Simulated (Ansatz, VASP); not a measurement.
**One calculation of TiAl, two programs**

```xyz
2
Lattice="3.1791 0.0000 0.0000 0.0000 3.1791 0.0000 0.0000 0.0000 3.1791" Properties=species:S:1:pos:R:3 pbc="T T T"
Ti    0.0000    0.0000    0.0000
Al    1.5895    1.5895    1.5895
```

Alike in both runs: task relaxation of cell and atoms; functional BLYP; dispersion D4; k mesh 8 × 8 × 8; occupations fermi-dirac, width 0.05 eV; no spin polarisation.

|  | VASP | Ansatz |
| --- | --- | --- |
| version | VASP 6.6.1 | Ansatz 0.2.0 |
| potentials or method | VASP PAW PBE potentials, release 64 (Ti_sv, Al) | Ansatz PAW |
| plane-wave cutoff (eV) | 600 | 420 |
| valence electrons in the cell | 15 | 15 |

Ansatz gave:

```
gap on the k mesh at the Fermi level, each at its own relaxed structure (eV) : none
relaxed volume (Å³/atom)                                                     : 15.80
relaxed cell length with the largest relative difference (Å)                 : 3.161
```

Question: What did VASP give for the same quantities?

Answer: gap on the k mesh at the Fermi level, each at its own relaxed structure (eV): none; relaxed volume (Å³/atom): 15.82; relaxed cell length with the largest relative difference (Å): 3.163.

VASP's potentials were made for PBE, not for BLYP. A gap of «none» marks a metal or a gap that the smearing closes.

Noted on Ansatz's run: the plane-wave basis is chosen anew once the cell has moved, so the energies of steps on either side of that aren't comparable.
